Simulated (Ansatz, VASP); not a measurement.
# Two plane-wave programs on HfSiO4

```
Hf Si O
1.0
    -3.32329    3.32329    3.00726
     3.32329   -3.32329    3.00726
     3.32329    3.32329   -3.00726
Hf Si O
2 2 8
Direct
  0.00000 0.00000 0.00000
  0.75000 0.25000 0.50000
  0.25000 0.75000 0.50000
  0.50000 0.50000 0.00000
  0.13472 0.31890 0.81582
  0.06890 0.75308 0.68418
  0.06890 0.38472 0.31582
  0.50308 0.31890 0.18418
  0.68110 0.49692 0.81582
  0.61528 0.93110 0.68418
  0.24692 0.93110 0.31582
  0.68110 0.86528 0.18418
```

Alike in both runs: functional PBE; k mesh 6 × 6 × 6; occupations gaussian, width 0.02 eV; no spin polarisation.

Ansatz relaxed the structure, and its values are those at the end. VASP's run is a single point on that final structure, the one shown.

```csv
,VASP,Ansatz
version,VASP 6.6.1,Ansatz 0.2.0
potentials or method,"VASP PAW PBE potentials, release 64 (Hf_pv, Si, O), cutoff 520 eV","scalar-relativistic, plane waves, PAW"
valence electrons in the cell,76,108
```

```tsv
	VASP	Ansatz	Ansatz less VASP
gap on the k mesh at the Fermi level (eV)	5.27	5.33	+0.060
least direct gap on the mesh (eV)	5.59	5.65	+0.056
pressure (GPa)	-1.7	0.0	+1.67
rms of the force components (eV/Å)	0.085	0.000	-0.0849
```

VASP's potentials hold 76 valence electrons a cell and Ansatz's 108, so a difference there can come from the potentials and not from the codes.

Spin-orbit coupling is off throughout.
